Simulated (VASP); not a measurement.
Write the native input for VASP 6.6.1 that does the following.

* Task: single point
* Functional: PBE
* Potentials or basis: VASP PAW PBE potentials, release 64 (Mn_pv)
* Cutoff: 520 eV
* k mesh: 19 × 19 × 1
* Occupations: fermi-dirac, width 0.05 eV
* Spin: collinear spin, ferromagnetic start
* Starting moments: [3.0] μB
* Dipole correction: yes
* Further INCAR settings: ALGO = Normal; EDIFF = 1e-07; NBANDS = 16

The structure of Mn lies in POSCAR:

```
Mn
1.0
    2.4767572053      0.0000000000      0.0000000000
   -1.2383786026      2.1449346588      0.0000000000
    0.0000000000      0.0000000000     16.0000000000
Mn
1
Direct
    0.0000000000      0.0000000000      0.5000000000
```

One way to write it, as run:

INCAR

```
SYSTEM = Mn
PREC = Accurate
ENCUT = 520
EDIFF = 1E-7
ISMEAR = -1
SIGMA = 0.05
LREAL = .False.
LASPH = .True.
NELM = 150
ALGO = Normal
ISIF = 2
LWAVE = .False.
LCHARG = .False.
ISPIN = 2
MAGMOM = 3
LORBIT = 11
LMAXMIX = 4
LDIPOL = .True.
IDIPOL = 3
DIPOL = 0.5 0.5 0.500
GGA = PE
NBANDS = 16
```

KPOINTS

```
Automatic mesh
0
Gamma
  19 19 1
  0 0 0
```

Potentials or basis: VASP PAW PBE potentials, release 64 (Mn_pv).

Run with:

```sh
$ cat potpaw_PBE.64/Mn_pv/POTCAR > POTCAR
$ mpirun -np 1 vasp_std > vasp.out
```

Results of the run:

```json
{
  "Net moment": "3.46 μB per cell",
  "Site moments": "Mn +3.11 μB",
  "Valence electrons inside the program's atomic spheres": "Mn 11.71"
}
```

Wall time 110 s on 1 thread of Intel(R) Xeon(R) 6975P-C (Granite Rapids), on a shared host, peak memory 0.27 GiB.
